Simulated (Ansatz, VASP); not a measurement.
## Two plane-wave programs on Si2W

```xyz
3
Lattice="-1.5612 1.5612 3.8102 1.5612 -1.5612 3.8102 1.5612 1.5612 -3.8102" Properties=species:S:1:pos:R:3 pbc="T T T"
Si    0.0000    0.0000    2.5490
Si    0.0000    0.0000    5.0713
W     0.0000    0.0000    0.0000
```

Change from the starting cell: strain -0.025 along x and y, -0.025 along z, atoms carried along.

Alike in both runs: task single point; functional PBEsol; k mesh 20 × 20 × 20; occupations gaussian, width 0.15 eV; no spin polarisation.

```csv
,VASP,Ansatz
version,VASP 6.6.1,Ansatz 0.2.0
potentials or method,"VASP PAW PBE potentials, release 64 (Si, W_sv), cutoff 520 eV","scalar-relativistic, plane waves, PAW"
valence electrons in the cell,22,22
```

VASP gave:

| Quantity | Value |
| --- | --- |
| gap on the k mesh at the Fermi level (eV) | none |
| pressure (GPa) | 21.6 |
| traceless stress, the component that is largest in VASP (GPa) | 1.88 |
| rms of the force components (eV/Å) | 0.104 |

Which values does Ansatz return?

gap on the k mesh at the Fermi level (eV): none; pressure (GPa): 21.1; traceless stress, the component that is largest in VASP (GPa): 1.93; rms of the force components (eV/Å): 0.101.

VASP's potentials were made for PBE, not for PBEsol. Atom by atom the forces differ by 0.003 eV/Å (rms over components). A gap of «none» marks a metal or a gap that the smearing closes.

Spin-orbit coupling is off throughout.
